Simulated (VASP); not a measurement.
Set up this calculation in VASP 6.6.1, as the native input.

```
Task                   : single point
Functional             : LDA
Potentials or basis    : VASP PAW LDA potentials, release 64 (Te, Pt)
Cutoff                 : 520 eV
k mesh                 : 12 × 12 × 8
Occupations            : gaussian, width 0.15 eV
Spin                   : collinear spin
Starting moments       : [0.0, 0.0, 0.312, 0.312] μB
Fixed moment           : 0.625 μB
Dipole correction      : no
Further INCAR settings : ALGO = Normal; EDIFF = 1e-07; NBANDS = 28
```

The structure of TePt lies in POSCAR:

```
TePt
1.0
    4.3599000120      0.0000000000      0.0000000000
   -2.1799500060      3.7757841684      0.0000000000
    0.0000000000      0.0000000000      5.7159375000
Te Pt
2 2
Direct
    0.3333333333      0.6666666667      0.2500000000
    0.6666666667      0.3333333333      0.7500000000
    0.0000000000      0.0000000000      0.0000000000
    0.0000000000      0.0000000000      0.5000000000
```

These files were run (other wordings do the same):

INCAR

```
  PREC = Accurate
  ENCUT = 520
  EDIFF = 1E-7
  ISMEAR = 0
  SIGMA = 0.15
  LREAL = False
  LASPH = True
  NELM = 150
  ALGO = Normal
  ISIF = 2
  LWAVE = False
  LCHARG = False
  ISPIN = 2
  MAGMOM = 0 0 0.312 0.312
  LORBIT = 11
  NUPDOWN = 0.625
  LMAXMIX = 4
  GGA = CA
  NBANDS = 28
```

KPOINTS

```
Automatic mesh
0
Gamma
  12 12 8
```

Potentials or basis: VASP PAW LDA potentials, release 64 (Te, Pt).

The run is started by

```bash
$ cat potpaw_LDA.64/Te/POTCAR potpaw_LDA.64/Pt/POTCAR > POTCAR
$ mpirun -np 1 vasp_std > vasp.out
```

It gave:

- Pressure: -12.1 GPa
- Net moment: 0.62 μB per cell
- Site moments: Te +0.09; Pt +0.16 μB
- Valence electrons inside the program's atomic spheres: Te 3.24; Pt 9.15

Caveat: the cell stands under tension; the total moment is fixed, so each spin has its own Fermi level and the state may be an excited one.

It took 4 min on 1 thread of AMD EPYC 9R45 96-Core Processor (Zen 5), with other jobs on the host, peak memory 0.42 GiB.
